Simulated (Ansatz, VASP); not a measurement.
**In3GeO2: VASP beside Ansatz**

Contents of INCAR:

```
PREC = Accurate
ENCUT = 600
EDIFF = 1E-7
ISMEAR = 0
SIGMA = 0.1
LREAL = F
LASPH = T
NELM = 100
ALGO = Normal
ISIF = 3
LWAVE = F
LCHARG = F
GGA = PE
IBRION = 2
NSW = 90
EDIFFG = -0.04
```

The input KPOINTS:

```
Automatic mesh
0
Gamma
  4 4 6
```

POSCAR

```
In3GeO2
1.0
    2.8907841478     -6.8747258463      0.0000000000
    2.8907841478      6.8747258463      0.0000000000
    0.0000000000      0.0000000000      3.1315158318
In Ge O
3 1 2
Direct
    0.8043682525      0.1956317475      0.0000000000
    0.1956317475      0.8043682525      0.0000000000
    0.5000000000      0.5000000000      0.5000000000
    0.0000000000      0.0000000000      0.0000000000
    0.5000000000      0.0000000000      0.5000000000
    0.0000000000      0.5000000000      0.5000000000
```

Input for Ansatz:

```yaml
crystal:
  lattice:
    - [2.8907841478, -6.8747258463, 0.0]
    - [2.8907841478, 6.8747258463, 0.0]
    - [0.0, 0.0, 3.1315158318]
  atoms:
    - { symbol: In, position: [0.8043682525, 0.1956317475, 0.0] }
    - { symbol: In, position: [0.1956317475, 0.8043682525, 0.0] }
    - { symbol: In, position: [0.5, 0.5, 0.5] }
    - { symbol: Ge, position: [0.0, 0.0, 0.0] }
    - { symbol: O, position: [0.5, 0.0, 0.5] }
    - { symbol: O, position: [0.0, 0.5, 0.5] }
basis:
  ecutwfc: 420
kpoints:
  mp_grid: { grid: [4, 4, 6] }
hamiltonian:
  xc: pbe
scf:
  occupations: { method: gaussian, width: 0.1 }
  lower_state_search: "off"
output:
  forces: true
  stress: true
  eigenvalues: true
relax:
  adjacent_minimum: "off"
  f_tol: 0.04
  max_steps: 70
  cell: { stress_tol: 0.4 }
```

Change from the starting cell: species swapped into the LaAl2Cu3 type (Cmmm, No. 65).

Alike in both runs: task relaxation of cell and atoms; functional PBE; k mesh 4 × 4 × 6; occupations gaussian, width 0.1 eV; no spin polarisation.

```csv
,VASP,Ansatz
version,VASP 6.6.1,Ansatz 0.2.0
potentials or method,"VASP PAW PBE potentials, release 64 (In_d, Ge_d, O), cutoff 600 eV","scalar-relativistic, plane waves, PAW"
valence electrons in the cell,65,65
```

```tsv
	VASP	Ansatz	Ansatz less VASP
gap on the k mesh at the Fermi level, each at its own relaxed structure (eV)	none	none	-
relaxed volume (Å³/atom)	20.81	20.77	-0.037
relaxed cell length with the largest relative difference (Å)	7.626	7.591	-0.0350
```

A gap of «none» marks a metal or a gap that the smearing closes.
